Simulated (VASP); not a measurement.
# Nb16N (a cell with a defect) in VASP: relaxation of the atoms with PBE

Aim: the relaxation of the atoms of Nb16N (a cell with a defect) with PBE.

All numbers are computed with VASP 6.6.1; they aren't measurements. Logs are shortened: lines on timing, memory, paths and dates and some standing lists are left out, and cuts for length are marked.

### 1 The cell of the first run

The cell holds a defect, 17 atoms: a = 6.600 Å, b = 6.600 Å, c = 6.600 Å, α = 90.00°, β = 90.00°, γ = 90.00°.

### 2 Relaxation of the atoms, PBE

INCAR

```
SYSTEM = Nb16N
PREC = Accurate
ENCUT = 520
EDIFF = 1E-6
ISMEAR = -1
SIGMA = 0.1
LREAL = Auto
LASPH = .TRUE.
NELM = 60
ALGO = Normal
ISIF = 2
LWAVE = .FALSE.
LCHARG = .FALSE.
GGA = PE
IBRION = 2
NSW = 45
EDIFFG = -0.08
KPAR = 2
```

KPOINTS

```
Automatic mesh
0
G
  2 2 2
  0 0 0
```

POSCAR

```
Nb16N
1.0
    6.6000000000      0.0000000000      0.0000000000
    0.0000000000      6.6000000000      0.0000000000
    0.0000000000      0.0000000000      6.6000000000
Nb N
16 1
Direct
    0.0000000000      0.0000000000      0.0000000000
    0.5000000000      0.0000000000      0.0000000000
    0.0000000000      0.5000000000      0.0000000000
    0.0000000000      0.0000000000      0.5000000000
    0.2500000000      0.2500000000      0.2500000000
    0.5000000000      0.5000000000      0.0000000000
    0.5000000000      0.0000000000      0.5000000000
    0.7500000000      0.2500000000      0.2500000000
    0.0000000000      0.5000000000      0.5000000000
    0.2500000000      0.7500000000      0.2500000000
    0.2500000000      0.2500000000      0.7500000000
    0.5000000000      0.5000000000      0.5000000000
    0.7500000000      0.7500000000      0.2500000000
    0.7500000000      0.2500000000      0.7500000000
    0.2500000000      0.7500000000      0.7500000000
    0.7500000000      0.7500000000      0.7500000000
    0.7472438000      0.1241129000     -0.0044634000
```

Potentials or basis: VASP PAW PBE potentials, release 64 (Nb_sv, N).

Command:

```console
$ cat potpaw_PBE.64/Nb_sv/POTCAR potpaw_PBE.64/N/POTCAR > POTCAR
$ mpirun -np 4 vasp_std > vasp.out
```

OUTCAR:

```text
SYSTEM = Nb16N
   PREC = Accurate
   ENCUT = 520
   EDIFF = 1E-6
   ISMEAR = -1
   LREAL = Auto
   LASPH = .TRUE.
   NELM = 60
   ISIF = 2
   GGA = PE
   IBRION = 2
   NSW = 45
   EDIFFG = -0.08

 ion  position               nearest neighbor table
   1  0.000  0.000  0.000-  17 1.86   8 2.86  10 2.86  11 2.86  13 2.86  14 2.86  15 2.86  16 2.86
                             5 2.86
   2  0.500  0.000  0.000-  17 1.83   8 2.86  10 2.86  11 2.86  13 2.86  14 2.86  15 2.86  16 2.86
                             5 2.86
   3  0.000  0.500  0.000-   5 2.86   8 2.86  10 2.86  11 2.86  13 2.86  14 2.86  15 2.86  16 2.86

   4  0.000  0.000  0.500-   5 2.86   8 2.86  10 2.86  11 2.86  13 2.86  14 2.86  15 2.86  16 2.86

   5  0.250  0.250  0.250-   1 2.86   2 2.86   3 2.86   4 2.86   6 2.86   7 2.86   9 2.86  12 2.86

   6  0.500  0.500  0.000-   5 2.86   8 2.86  10 2.86  11 2.86  13 2.86  14 2.86  15 2.86  16 2.86
[... 15 lines left out ...]
  14  0.750  0.250  0.750-  17 1.82   2 2.86   3 2.86   4 2.86   6 2.86   7 2.86   9 2.86  12 2.86
                             1 2.86
  15  0.250  0.750  0.750-   1 2.86   2 2.86   3 2.86   4 2.86   6 2.86   7 2.86   9 2.86  12 2.86

  16  0.750  0.750  0.750-   1 2.86   2 2.86   3 2.86   4 2.86   6 2.86   7 2.86   9 2.86  12 2.86

  17  0.747  0.124  0.996-  14 1.82   2 1.83   1 1.86   8 1.87

  LATTYP: Found a simple cubic cell.
 ALAT       =     6.6000000000

  Lattice vectors:

 A1 = (   6.6000000000,   0.0000000000,   0.0000000000)
 A2 = (   0.0000000000,   6.6000000000,   0.0000000000)
 A3 = (   0.0000000000,   0.0000000000,   6.6000000000)

Analysis of symmetry for initial positions (statically):
=====================================================================
 Subroutine PRICEL returns:
 Original cell was already a primitive cell.

 Routine SETGRP: Setting up the symmetry group for a
 simple cubic supercell.

 Subroutine GETGRP returns: Found  1 space group operations
 (whereof  1 operations were pure point group operations)
 out of a pool of 48 trial point group operations.

The static configuration has the point symmetry C_1 .

Analysis of symmetry for dynamics (positions and initial velocities):
=====================================================================
 Subroutine PRICEL returns:
 Original cell was already a primitive cell.

 Routine SETGRP: Setting up the symmetry group for a
 simple cubic supercell.

 Subroutine GETGRP returns: Found  1 space group operations
 (whereof  1 operations were pure point group operations)
 out of a pool of 48 trial point group operations.

The dynamic configuration has the point symmetry C_1 .

 Subroutine INISYM returns: Found  1 space group operations
 (whereof  1 operations are pure point group operations),
 and found     1 'primitive' translations

----------------------------------------------------------------------------------------

                                     Primitive cell

  volume of cell :     287.4960

  direct lattice vectors                    reciprocal lattice vectors
     6.600000000  0.000000000  0.000000000     0.151515152  0.000000000  0.000000000
     0.000000000  6.600000000  0.000000000     0.000000000  0.151515152  0.000000000
     0.000000000  0.000000000  6.600000000     0.000000000  0.000000000  0.151515152

  length of vectors
     6.600000000  6.600000000  6.600000000     0.151515152  0.151515152  0.151515152

  position of ions in fractional coordinates (direct lattice)
     0.000000000  0.000000000  0.000000000
     0.500000000  0.000000000  0.000000000
     0.000000000  0.500000000  0.000000000
     0.000000000  0.000000000  0.500000000
     0.250000000  0.250000000  0.250000000
     0.500000000  0.500000000  0.000000000
[... 9 lines left out ...]
     0.750000000  0.750000000  0.750000000
     0.747243800  0.124112900  0.995536600

  ion indices of the primitive-cell ions
   primitive index   ion index
                 1           1
                 2           2
                 3           3
                 4           4
                 5           5
                 6           6
[... 9 lines left out ...]
                16          16
                17          17

----------------------------------------------------------------------------------------

 KPOINTS: Automatic mesh

Automatic generation of k-mesh.
 Grid dimensions read from file:
 generate k-points for:    2    2    2

 Generating k-lattice:

  Cartesian coordinates                     Fractional coordinates (reciprocal lattice)
     0.075757576  0.000000000  0.000000000     0.500000000  0.000000000  0.000000000
     0.000000000  0.075757576  0.000000000     0.000000000  0.500000000  0.000000000
     0.000000000  0.000000000  0.075757576     0.000000000  0.000000000  0.500000000

  Length of vectors
     0.075757576  0.075757576  0.075757576

  Shift w.r.t. Gamma in fractional coordinates (k-lattice)
     0.000000000  0.000000000  0.000000000

 Subroutine IBZKPT returns following result:
 ===========================================

 Found      8 irreducible k-points:

 Following reciprocal coordinates:
            Coordinates               Weight
  0.000000  0.000000  0.000000      1.000000
  0.500000  0.000000  0.000000      1.000000
  0.000000  0.500000  0.000000      1.000000
  0.000000  0.000000  0.500000      1.000000
  0.500000  0.500000  0.000000      1.000000
  0.000000  0.500000  0.500000      1.000000
  0.500000  0.000000  0.500000      1.000000
  0.500000  0.500000  0.500000      1.000000
   k-points           NKPTS =      8   k-points in BZ     NKDIM =      8   number of bands    NBANDS=    128
   number of dos      NEDOS =    301   number of ions     NIONS =     17
   total plane-waves  NPLWV = 125000
   dimension x,y,z NGX =    50 NGY =   50 NGZ =   50
   dimension x,y,z NGXF=   100 NGYF=  100 NGZF=  100
   ions per type =              16   1
   NGX,Y,Z   is equivalent  to a cutoff of  12.59, 12.59, 12.59 a.u.
   NGXF,Y,Z  is equivalent  to a cutoff of  25.19, 25.19, 25.19 a.u.
 SYSTEM =  Nb16N
   PREC   = accura    normal or accurate (medium, high low for compatibility)
   ISTART =      0    job   : 0-new  1-cont  2-samecut
   ICHARG =      2    charge: 1-file 2-atom 10-const
   ISPIN  =      1    spin polarized calculation?
   LNONCOLLINEAR =      F non collinear calculations
   LSORBIT =      F    spin-orbit coupling
   LASPH  =      T    aspherical Exc in radial PAW
   ENCUT  =  520.0 eV  38.22 Ry    6.18 a.u.  12.27 12.27 12.27*2*pi/ulx,y,z
   NELM   =     60;   NELMIN=  2; NELMDL= -5     # of ELM steps
   EDIFF  = 0.1E-05   stopping-criterion for ELM
   LREAL  =      T    real-space projection
   EDIFFG = -.8E-01   stopping-criterion for IOM
   NSW    =     45    number of steps for IOM
   IBRION =      2    ionic relax: 0-MD 1-quasi-New 2-CG
   NFREE  =      1    steps in history (QN), initial steepest desc. (CG)
   ISIF   =      2    stress and relaxation
   ISYM   =      2    0-nonsym 1-usesym 2-fastsym
   POTIM  = 0.5000    time-step for ionic-motion
   TEBEG  =    0.0;   TEEND  =   0.0 temperature during run
   PSTRESS=    0.0 pullay stress
   NELECT =     213.0000    total number of electrons
   NUPDOWN=      -1.0000    fix difference up-down
   EMIN   =  10.00;   EMAX   =-10.00  energy-range for DOS
   EFERMI =   0.00;   METHOD = LEGACY
   ISMEAR =    -1;   SIGMA  =   0.10  broadening in eV -4-tet -1-fermi 0-gaus
   EFERMI_NEDOS =   21; number of points for ismear=-14 and -15
   IALGO  =     38    algorithm
   IMIX   =      4    mixing-type and parameters
     AMIX     =   0.40;   BMIX     =  1.00
     AMIX_MAG =   1.60;   BMIX_MAG =  1.00
  volume/ion in A,a.u.               =      16.91       114.12
  Fermi-wavevector in a.u.,A,eV,Ry     =   1.481349  2.799344 29.856560  2.194395
  Thomas-Fermi vector in A             =   2.595270
   LORBIT       =      0    0 simple, 1 ext, 2 COOP (PROOUT), +10 PAW based schemes
   GGA     = PE    functional components
   LHFCALC =     F    Hartree Fock is set to
   AEXX    =    0.0000 exact exchange contribution
   IVDW    =     0    specifies the selected vdW correction
   LEPSILON=     F    determine dielectric tensor
   LRPA    =     F    only Hartree local field effects (RPA)
 conjugate gradient relaxation of ions
 non-spin polarized calculation
  energy-cutoff  :      520.00
  volume of cell :      287.50
 maximum number of plane-waves:      7809
 NGX is ok and might be reduce to    50
   NGX = 25   NGY = 25   NGZ = 25

--------------------------------------- Ionic step        1  -------------------------------------------

 number of electron     213.0000037 magnetization

 Free energy of the ion-electron system (eV)
  ---------------------------------------------------
  ext. energy  EPLUGINS =         0.00000000
  ---------------------------------------------------
  free energy    TOTEN  =      -171.97380812 eV

  energy without entropy =     -171.57528718  energy(sigma->0) =     -171.77454765

------------------------ aborting loop because EDIFF is reached ----------------------------------------

  FORCE on cell =-STRESS in cart. coord.  units (eV):
  Direction    XX          YY          ZZ          XY          YZ          ZX
  --------------------------------------------------------------------------------------
  -------------------------------------------------------------------------------------
  Total       24.7465672     16.4673862     24.3727853      0.6976977     -1.1244566     -0.0376751
  in kB      137.9093586     91.7705738    135.8263211      3.8881775     -6.2664483     -0.2099583
  external PRESSURE =     121.8354178 kB  Pullay stress =       0.0000000 kB
[... 291 lines left out ...]
  energy  without entropy=     -173.3752585191  energy(sigma->0) =     -173.55413524

--------------------------------------- Ionic step        7  -------------------------------------------

 number of electron     213.0000013 magnetization

 Free energy of the ion-electron system (eV)
  ---------------------------------------------------
  ext. energy  EPLUGINS =         0.00000000
  ---------------------------------------------------
  free energy    TOTEN  =      -173.73302006 eV

  energy without entropy =     -173.37513882  energy(sigma->0) =     -173.55407944

 E-fermi :  11.6153     XC(G=0): -12.6295

 val. band max:       11.5290965264   @ k =   0.0000   0.5000   0.0000
 cond. band min:      11.6884404074   @ k =   0.0000   0.0000   0.0000
 fundamental gap:      0.1593438811
 Fermi energy:        11.6153280328

 k-point     1 :       0.0000    0.0000    0.0000
  band No.  band energies     occupation
      1     -43.0196      2.00000
      2     -42.9173      2.00000
      3     -42.8949      2.00000
      4     -42.8940      2.00000
      5     -42.8124      2.00000
      6     -42.7364      2.00000
[... 957 lines left out ...]
    117      14.4334      0.00000
    118      14.4347      0.00000
 [bands above 118 left out]

------------------------ aborting loop because EDIFF is reached ----------------------------------------

  FORCE on cell =-STRESS in cart. coord.  units (eV):
  Direction    XX          YY          ZZ          XY          YZ          ZX
  --------------------------------------------------------------------------------------
  -------------------------------------------------------------------------------------
  Total       16.8982387      9.9635011     16.6900477     -0.0117892      0.0059098      0.0001754
  in kB       94.1716577     55.5252791     93.0114369     -0.0656999      0.0329343      0.0009776
  external PRESSURE =      80.9027912 kB  Pullay stress =       0.0000000 kB
[... 32 lines left out ...]
  FREE ENERGIE OF THE ION-ELECTRON SYSTEM (eV)
  ---------------------------------------------------
  free  energy   TOTEN  =      -173.7330200602 eV

  energy  without entropy=     -173.3751388150  energy(sigma->0) =     -173.55407944

 reached required accuracy - stopping structural energy minimisation
```

It took 17 min on 4 MPI ranks of Intel Xeon Platinum 8259CL at 2.50GHz (Skylake/Cascade Lake), shared host; peak memory 0.32 GiB.

What came out:

```
Free energy                  : -173.7330 eV
Energy gained by relaxing    : 103.5 meV/atom
Ionic steps                  : 7
Pressure after relaxing      : 8.1 GPa
Largest force after relaxing : 0.075 eV/Å
Band gap on the k mesh       : zero (an odd number of electrons rules out a gap without spin polarisation)
```

Forces in eV/Å, atoms in the order of the input:
```
Nb   0.074 -0.005 -0.016
Nb  -0.008  0.033 -0.018
Nb  -0.005 -0.005 -0.008
Nb   0.015 -0.009 -0.002
Nb  -0.001  0.012  0.015
Nb  -0.004  0.001 -0.008
Nb  -0.024 -0.012 -0.002
Nb  -0.010  0.018  0.070
Nb  -0.052 -0.004  0.005
Nb   0.003  0.004 -0.050
Nb  -0.001  0.017 -0.029
Nb   0.043  0.000  0.005
Nb  -0.005  0.014 -0.009
Nb  -0.012 -0.041  0.028
Nb   0.003 -0.002  0.034
Nb  -0.005  0.004 -0.005
N   -0.012 -0.024 -0.011
```

Stress tensor (GPa, compression positive):
```
 9.42 -0.01  0.00
-0.01  5.55  0.00
 0.00  0.00  9.30
```

The path:
```
step  energy change (eV)  largest force (eV/Å)  pressure (GPa)
   1              0.0000                6.2606           12.18
   2             -0.7123                3.9103            7.87
   3             -1.6549                0.8313            8.08
   4             -1.7539                0.1665            8.03
   5             -1.7559                0.2321            8.04
   6             -1.7592                0.0866            8.09
   7             -1.7592                0.0754            8.09
```

Final structure:
```yaml
crystal:
  lattice:
    - [6.60000, 0.00000, 0.00000]
    - [0.00000, 6.60000, 0.00000]
    - [0.00000, 0.00000, 6.60000]
  atoms:
    - { symbol: Nb, position: [0.02028, 0.99233, 0.00011] }
    - { symbol: Nb, position: [0.47840, 0.99189, 0.00015] }
    - { symbol: Nb, position: [0.00569, 0.50444, 0.99984] }
    - { symbol: Nb, position: [0.00036, 0.99758, 0.49978] }
    - { symbol: Nb, position: [0.24987, 0.25251, 0.25037] }
    - { symbol: Nb, position: [0.49428, 0.50412, 0.99985] }
    - { symbol: Nb, position: [0.49951, 0.99759, 0.49979] }
    - { symbol: Nb, position: [0.75006, 0.25748, 0.26930] }
    - { symbol: Nb, position: [0.00429, 0.50877, 0.49965] }
    - { symbol: Nb, position: [0.24979, 0.74111, 0.25448] }
    - { symbol: Nb, position: [0.24987, 0.25250, 0.74943] }
    - { symbol: Nb, position: [0.49587, 0.50861, 0.49966] }
    - { symbol: Nb, position: [0.74990, 0.74556, 0.25564] }
    - { symbol: Nb, position: [0.75010, 0.25820, 0.72862] }
    - { symbol: Nb, position: [0.24980, 0.74138, 0.74579] }
    - { symbol: Nb, position: [0.74991, 0.74610, 0.74432] }
    - { symbol: N, position: [0.74926, 0.12396, 0.99875] }
```

Caveat: the k points lie up to 0.48 Å⁻¹ apart, too coarse for converged energies and pressures of a metal; the relaxation stopped at a loose force limit of 0.08 eV/Å, so its end isn't a converged minimum.

The gap in the log of VASP goes by the Fermi energy; the results here count the filled bands.